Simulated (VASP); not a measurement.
MgSe:

```
CELL_PARAMETERS angstrom
0.00000 2.73627 2.62682
2.73627 0.00000 2.62682
2.73627 2.73627 0.00000
ATOMIC_POSITIONS crystal
Mg 0.00000 0.00000 0.00000
Se 0.50000 0.50000 0.50000
```

This cell differs from its parent crystal: uniaxial z strain -4.0%.

Base run:

* Program: VASP 6.6.1
* Functional: PBE
* Potentials or basis: VASP PAW PBE potentials, release 64 (Mg, Se)
* Cutoff: 600 eV
* k mesh: 8 × 8 × 8
* Occupations: fermi-dirac, width 0.02 eV
* Spin: no spin polarisation

Its results: band gap on the k mesh 1.67 eV, indirect (least direct gap 2.73 eV); pressure 4.3 GPa.

Question: The run is repeated on the same cell with these changes: k mesh from 8 × 8 × 8 to 4 × 4 × 4; occupations from fermi-dirac, width 0.02 eV to gaussian, width 0.01 eV. What comes out?

Answer: Band gap on the k mesh 1.63 eV, indirect (least direct gap 2.72 eV); pressure 4.7 GPa.

Caveats: some runs use coarse meshes.

A k mesh can miss the band edges.
